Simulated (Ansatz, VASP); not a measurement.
FeSi2 in VASP and in Ansatz

```
Fe Si
1.0
     2.67938    0.00000    0.00000
     0.00000    2.67938    0.00000
     0.00000    0.00000    5.10477
Fe Si
1 2
Cartesian
  0.0000 0.0000 0.0000
  1.3397 1.3397 1.3865
  1.3397 1.3397 3.7182
```

Alike in both runs: functional PBEsol; k mesh 16 × 16 × 8; occupations fermi-dirac, width 0.15 eV; no spin polarisation.

Ansatz relaxed the structure, and its values are those at the end. VASP's run is a single point on that final structure, the one shown.

|  | VASP | Ansatz |
| --- | --- | --- |
| version | VASP 6.6.1 | Ansatz 0.2.0 |
| potentials or method | VASP PAW PBE potentials, release 64 (Fe, Si), cutoff 520 eV | scalar-relativistic, plane waves, PAW |
| valence electrons in the cell | 16 | 24 |

VASP gave:

- gap on the k mesh at the Fermi level (eV): none
- pressure (GPa): 0.5
- rms of the force components (eV/Å): 0.009

Q: Which values does Ansatz return?

A: gap on the k mesh at the Fermi level (eV): none; pressure (GPa): 0.0; rms of the force components (eV/Å): 0.000.

VASP's potentials were made for PBE, not for PBEsol. A gap of «none» marks a metal or a gap that the smearing closes. VASP's potentials hold 16 valence electrons a cell and Ansatz's 24, so a difference there can come from the potentials and not from the codes.
